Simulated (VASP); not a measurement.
# K7F8 (a cell with a defect) in VASP: further runs

The runs below take K7F8 (a cell with a defect) through single point, with PBE.

All numbers are computed with VASP 6.6.1; they aren't measurements. Logs are shortened: lines on timing, memory, paths and dates and some standing lists are left out, and cuts for length are marked.

## (1) The cell of the first run

The cell holds a defect, 15 atoms: a = 7.664 Å, b = 7.664 Å, c = 7.664 Å, α = 60.00°, β = 60.00°, γ = 60.00°.

## (2) Single point, PBE

The input, INCAR:

```
PREC = Accurate
ENCUT = 520
EDIFF = 1E-6
ISMEAR = 0
SIGMA = 0.05
LREAL = F
LASPH = T
NELM = 120
ALGO = Normal
ISIF = 2
LWAVE = F
LCHARG = F
GGA = PE
NELECT = 120.0
NBANDS = 72
GGA_COMPAT = F
```

The input, KPOINTS:

```
regular mesh
0
Gamma
  4 4 4
```

The input, POSCAR:

```
K7F8
1.0
    0.0000000000      5.4191884945     -5.4191884945
    5.4191884945      5.4191884945      0.0000000000
    5.4191884945      0.0000000000     -5.4191884945
K F
7 8
Direct
    0.4999999544     -0.4249667644      0.0000000000
    1.0234195592      0.4868102489     -0.0026914546
    0.9765804429      0.0075383058      0.0026914546
    0.4973084997      0.4868102489      0.5234196048
    0.5026914090      0.0075383058      0.4765804885
    1.0000000010      0.4963541133      0.5000000466
    1.0000000933      0.0073870839      0.4999999544
    0.2199408641      0.7494206935      0.2800590903
    0.2391366348      0.2627606516      0.2608633196
    0.7592896066      0.7268292114      0.2592894677
    0.7438374775      0.2657933935      0.2438375232
    0.2561625235      0.7534683475      0.7561624779
    0.2407104867      0.2454082380      0.7407104411
    0.7800591370      0.7494206013      0.7199409107
    0.7608632739      0.2627606516      0.7391367737
```

Potentials or basis: VASP PAW PBE potentials, release 64 (K_sv, F).

The run is started by

```sh
cat potpaw_PBE.64/K_sv/POTCAR potpaw_PBE.64/F/POTCAR > POTCAR
mpirun -np 1 vasp_std > vasp.out
```

OUTCAR:

```text
PREC = Accurate
   ENCUT = 520
   EDIFF = 1E-6
   ISMEAR = 0
   LREAL = F
   LASPH = T
   NELM = 120
   ISIF = 2
   GGA = PE
   NELECT = 120.0

 ion  position               nearest neighbor table
   1  0.500  0.575  0.000-   8 2.53  14 2.53  12 2.69  11 2.69   5 3.71   3 3.71   4 3.71   2 3.71

   2  0.023  0.487  0.997-   9 2.61  12 2.71  13 2.71  11 2.72  10 2.72  14 2.82   4 3.63   1 3.71
                             7 3.77   6 3.80
   3  0.977  0.008  0.003-  15 2.61  11 2.71  10 2.71  12 2.72  13 2.72   8 2.82   5 3.63   1 3.71
                             7 3.77   6 3.80
   4  0.497  0.487  0.523-  15 2.61  12 2.71  13 2.71  11 2.72  10 2.72   8 2.82   2 3.63   1 3.71
                             7 3.77   6 3.80
   5  0.503  0.008  0.477-   9 2.61  11 2.71  10 2.71  12 2.72  13 2.72  14 2.82   3 3.63   1 3.71
                             7 3.77   6 3.80
   6  0.000  0.496  0.500-   9 2.56  15 2.56  14 2.57   8 2.57  13 2.61  10 2.61   7 3.75   3 3.80
                             5 3.80   2 3.80   4 3.80
   7  0.000  0.007  0.500-   8 2.60  14 2.60   9 2.68  15 2.68  12 2.78  11 2.78   6 3.75   5 3.77
                             2 3.77   3 3.77   4 3.77
   8  0.220  0.749  0.280-   1 2.53   6 2.57   7 2.60   3 2.82   4 2.82
   9  0.239  0.263  0.261-   6 2.56   2 2.61   5 2.61   7 2.68
  10  0.759  0.727  0.259-   6 2.61   3 2.71   5 2.71   2 2.72   4 2.72
  11  0.744  0.266  0.244-   1 2.69   5 2.71   3 2.71   4 2.72   2 2.72   7 2.78
  12  0.256  0.753  0.756-   1 2.69   4 2.71   2 2.71   5 2.72   3 2.72   7 2.78
  13  0.241  0.245  0.741-   6 2.61   4 2.71   2 2.71   5 2.72   3 2.72
  14  0.780  0.749  0.720-   1 2.53   6 2.57   7 2.60   2 2.82   5 2.82
  15  0.761  0.263  0.739-   6 2.56   3 2.61   4 2.61   7 2.68

  LATTYP: Found a face centered cubic cell.
 ALAT       =    10.8383769890

  Lattice vectors:

 A1 = (   0.0000000000,   5.4191884945,  -5.4191884945)
 A2 = (   5.4191884945,   5.4191884945,   0.0000000000)
 A3 = (   5.4191884945,   0.0000000000,  -5.4191884945)

Analysis of symmetry for initial positions (statically):
=====================================================================
 Subroutine PRICEL returns:
 Original cell was already a primitive cell.

 Routine SETGRP: Setting up the symmetry group for a
 face centered cubic supercell.

 Subroutine GETGRP returns: Found  4 space group operations
 (whereof  1 operations were pure point group operations)
 out of a pool of 48 trial point group operations.

The static configuration has the point symmetry C_1 .
 The point group associated with its full space group is C_2v.

Analysis of symmetry for dynamics (positions and initial velocities):
=====================================================================
 Subroutine PRICEL returns:
 Original cell was already a primitive cell.

 Routine SETGRP: Setting up the symmetry group for a
 face centered cubic supercell.

 Subroutine GETGRP returns: Found  4 space group operations
 (whereof  1 operations were pure point group operations)
 out of a pool of 48 trial point group operations.

The dynamic configuration has the point symmetry C_1 .
 The point group associated with its full space group is C_2v.

 Subroutine INISYM returns: Found  4 space group operations
 (whereof  1 operations are pure point group operations),
 and found     1 'primitive' translations

----------------------------------------------------------------------------------------

                                     Primitive cell

  volume of cell :     318.2972

  direct lattice vectors                    reciprocal lattice vectors
     0.000000000  5.419188495 -5.419188495    -0.092264737  0.092264737 -0.092264737
     5.419188495  5.419188495  0.000000000     0.092264737  0.092264737  0.092264737
     5.419188495  0.000000000 -5.419188495     0.092264737 -0.092264737 -0.092264737

  length of vectors
     7.663889866  7.663889866  7.663889866     0.159807212  0.159807212  0.159807212

  position of ions in fractional coordinates (direct lattice)
     0.499999954  0.575033236  0.000000000
     0.023419559  0.486810249  0.997308545
     0.976580443  0.007538306  0.002691455
     0.497308500  0.486810249  0.523419605
[... 42 lines left out ...]
     0.023066184  0.023066184  0.023066184     0.000000000  0.250000000  0.000000000
     0.023066184 -0.023066184 -0.023066184     0.000000000  0.000000000  0.250000000

  Length of vectors
     0.039951803  0.039951803  0.039951803

  Shift w.r.t. Gamma in fractional coordinates (k-lattice)
     0.000000000  0.000000000  0.000000000

 Subroutine IBZKPT returns following result:
 ===========================================

 Found     18 irreducible k-points:

 Following reciprocal coordinates:
            Coordinates               Weight
  0.000000  0.000000  0.000000      1.000000
  0.250000  0.000000  0.000000      4.000000
  0.000000  0.250000  0.000000      4.000000
  0.500000  0.000000  0.000000      2.000000
  0.000000  0.500000  0.000000      2.000000
  0.250000  0.250000  0.000000      4.000000
[... 10 lines left out ...]
 -0.250000  0.500000  0.250000      2.000000
  0.250000 -0.250000  0.500000      4.000000
   k-points           NKPTS =     18   k-points in BZ     NKDIM =     18   number of bands    NBANDS=     72
   number of dos      NEDOS =    301   number of ions     NIONS =     15
   total plane-waves  NPLWV = 216000
   dimension x,y,z NGX =    60 NGY =   60 NGZ =   60
   dimension x,y,z NGXF=   120 NGYF=  120 NGZF=  120
   ions per type =               7   8
   NGX,Y,Z   is equivalent  to a cutoff of  13.02, 13.02, 13.02 a.u.
   NGXF,Y,Z  is equivalent  to a cutoff of  26.03, 26.03, 26.03 a.u.
 SYSTEM =  unknown system
   PREC   = accura    normal or accurate (medium, high low for compatibility)
   ISTART =      0    job   : 0-new  1-cont  2-samecut
   ICHARG =      2    charge: 1-file 2-atom 10-const
   ISPIN  =      1    spin polarized calculation?
   LNONCOLLINEAR =      F non collinear calculations
   LSORBIT =      F    spin-orbit coupling
   LASPH  =      T    aspherical Exc in radial PAW
   ENCUT  =  520.0 eV  38.22 Ry    6.18 a.u.  14.25 14.25 14.25*2*pi/ulx,y,z
   NELM   =    120;   NELMIN=  2; NELMDL= -5     # of ELM steps
   EDIFF  = 0.1E-05   stopping-criterion for ELM
   LREAL  =      F    real-space projection
   EDIFFG = 0.1E-04   stopping-criterion for IOM
   NSW    =      0    number of steps for IOM
   IBRION =     -1    ionic relax: 0-MD 1-quasi-New 2-CG
   NFREE  =      0    steps in history (QN), initial steepest desc. (CG)
   ISIF   =      2    stress and relaxation
   ISYM   =      2    0-nonsym 1-usesym 2-fastsym
   POTIM  = 0.5000    time-step for ionic-motion
   TEBEG  =    0.0;   TEEND  =   0.0 temperature during run
   PSTRESS=    0.0 pullay stress
   NELECT =     120.0000    total number of electrons
   NUPDOWN=      -1.0000    fix difference up-down
   EMIN   =  10.00;   EMAX   =-10.00  energy-range for DOS
   EFERMI =   0.00;   METHOD = LEGACY
   ISMEAR =     0;   SIGMA  =   0.05  broadening in eV -4-tet -1-fermi 0-gaus
   EFERMI_NEDOS =   21; number of points for ismear=-14 and -15
   IALGO  =     38    algorithm
   IMIX   =      4    mixing-type and parameters
     AMIX     =   0.40;   BMIX     =  1.00
     AMIX_MAG =   1.60;   BMIX_MAG =  1.00
  volume/ion in A,a.u.               =      21.22       143.20
  Fermi-wavevector in a.u.,A,eV,Ry     =   1.182654  2.234892 19.030063  1.398670
  Thomas-Fermi vector in A             =   2.318904
   LORBIT       =      0    0 simple, 1 ext, 2 COOP (PROOUT), +10 PAW based schemes
   GGA     = PE    functional components
   LHFCALC =     F    Hartree Fock is set to
   AEXX    =    0.0000 exact exchange contribution
   IVDW    =     0    specifies the selected vdW correction
   LEPSILON=     F    determine dielectric tensor
   LRPA    =     F    only Hartree local field effects (RPA)
 non-spin polarized calculation
 Gauss-broadening in eV      SIGMA  =   0.05
  energy-cutoff  :      520.00
  volume of cell :      318.30
 maximum number of plane-waves:      8616
 NGX is ok and might be reduce to    60
   NGX = 29   NGY = 29   NGZ = 29

 number of electron     120.0000009 magnetization

 Free energy of the ion-electron system (eV)
  ---------------------------------------------------
  ext. energy  EPLUGINS =         0.00000000
  ---------------------------------------------------
  free energy    TOTEN  =       -62.74175032 eV

  energy without entropy =      -62.74175032  energy(sigma->0) =      -62.74175032

 E-fermi :  -2.7685     XC(G=0):  -7.8534

 val. band max:       -3.0814721826   @ k =   0.0000   0.5000   0.0000
 cond. band min:       2.5435606256   @ k =   0.0000   0.0000   0.0000
 fundamental gap:      5.6250328082
 Fermi energy:        -2.7685073508

 k-point     1 :       0.0000    0.0000    0.0000
  band No.  band energies     occupation
      1     -29.8721      2.00000
      2     -29.8066      2.00000
      3     -29.7843      2.00000
      4     -29.7801      2.00000
      5     -29.7636      2.00000
      6     -29.5965      2.00000
[... 1339 lines left out ...]
     71       6.2253      0.00000
     72       6.2822      0.00000

------------------------ aborting loop because EDIFF is reached ----------------------------------------

  FORCE on cell =-STRESS in cart. coord.  units (eV):
  Direction    XX          YY          ZZ          XY          YZ          ZX
  --------------------------------------------------------------------------------------
  -------------------------------------------------------------------------------------
  Total        3.6745178      3.6745178      2.8773002     -0.4585040      0.0000000     -0.0000000
  in kB       18.4960149     18.4960149     14.4831487     -2.3079211      0.0000000     -0.0000000
  external PRESSURE =      17.1583928 kB  Pullay stress =       0.0000000 kB

 VOLUME and BASIS-vectors are now :
 -----------------------------------------------------------------------------
  energy-cutoff  :      520.00
  volume of cell :      318.30
      direct lattice vectors                 reciprocal lattice vectors
     0.000000000  5.419188495 -5.419188495    -0.092264737  0.092264737 -0.092264737
     5.419188495  5.419188495  0.000000000     0.092264737  0.092264737  0.092264737
     5.419188495  0.000000000 -5.419188495     0.092264737 -0.092264737 -0.092264737

 POSITION                                       TOTAL-FORCE (eV/Angst)
 -----------------------------------------------------------------------------------
      3.11621      5.82581     -2.70959        -0.240136     -0.240136      0.000000
      8.04272      2.76503     -5.53152         0.030619     -0.009031      0.037095
      0.05544      5.33313     -5.30686        -0.009031      0.030619     -0.037095
      5.47463      5.33312     -5.53152        -0.009031      0.030619      0.037095
      2.62353      2.76503     -5.30686         0.030619     -0.009031     -0.037095
      5.39943      2.68984     -2.70959         0.031872      0.031872      0.000000
      2.74963      0.04003     -2.70959         0.003989      0.003989      0.000000
      5.57894      5.25315     -2.70959        -0.040666      0.064695      0.000000
      2.83762      2.71988     -2.70959         0.017559      0.065331      0.000000
      5.34396      8.05356     -5.51987         0.032927      0.032927     -0.033282
      2.76179      5.47138     -5.35240        -0.005837     -0.005837     -0.035250
      8.18097      5.47138     -5.48598        -0.005837     -0.005837      0.035250
      5.34396      2.63437     -5.31851         0.032927      0.032927      0.033282
      7.96275      8.28854     -8.12878         0.064695     -0.040666      0.000000
      5.42947      5.54721     -8.12878         0.065331      0.017559      0.000000
 -----------------------------------------------------------------------------------
    total drift:                                0.000815      0.000947      0.001177

  FREE ENERGIE OF THE ION-ELECTRON SYSTEM (eV)
  ---------------------------------------------------
  free  energy   TOTEN  =       -62.7417503233 eV

  energy  without entropy=      -62.7417503233  energy(sigma->0) =      -62.74175032
```

Wall time 11 min (1 thread of Intel Xeon Platinum 8488C (Sapphire Rapids), shared host); peak memory 0.62 GiB.

What came out:

```
Free energy   : -62.7418 eV
Largest force : 0.340 eV/Å
```

Forces on the atoms (eV/Å):
```
K   -0.240 -0.240  0.000
K    0.031 -0.009  0.037
K   -0.009  0.031 -0.037
K   -0.009  0.031  0.037
K    0.031 -0.009 -0.037
K    0.032  0.032  0.000
K    0.004  0.004  0.000
F   -0.041  0.065  0.000
F    0.018  0.065  0.000
F    0.033  0.033 -0.033
F   -0.006 -0.006 -0.035
F   -0.006 -0.006  0.035
F    0.033  0.033  0.033
F    0.065 -0.041  0.000
F    0.065  0.018  0.000
```

Caveat: the cell carries a net charge on a neutralising background, which shifts energy and pressure; the cell is charged against a uniform background, so pressure and absolute levels hang on convention.

[end of part 1 of 2]
